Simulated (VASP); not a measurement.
Au, 1 atom in the cell. The cell holds a sheet with vacuum, 1 atom: a = 2.662 Å, b = 2.662 Å, c = 23.800 Å, α = 90.00°, β = 90.00°, γ = 90.00°. 

- Program: VASP 6.6.1
- Task: single point
- Functional: PBE
- Potentials or basis: VASP PAW PBE potentials, release 64 (Au)
- Cutoff: 520 eV
- k mesh: 10 × 10 × 1
- Occupations: fermi-dirac, width 0.05 eV
- Spin: no spin polarisation
- Dipole correction: yes
- Further INCAR settings: ALGO = Normal; EDIFF = 1e-06; NBANDS = 12

Potentials or basis: VASP PAW PBE potentials, release 64 (Au).

The run is started by

```console
$ cat potpaw_PBE.64/Au/POTCAR > POTCAR
$ mpirun -np 1 vasp_std > vasp.out
```

Hardware: 1 thread of AMD EPYC 9R45 96-Core Processor (Zen 5), on a shared host.

**Question.** How long does it take, and how much memory?

**Answer.** Run time: 37 s on 1 thread of AMD EPYC 9R45 96-Core Processor (Zen 5) (shared host), peak memory 0.24 GiB. Counts: scf iterations 15, k points 36.
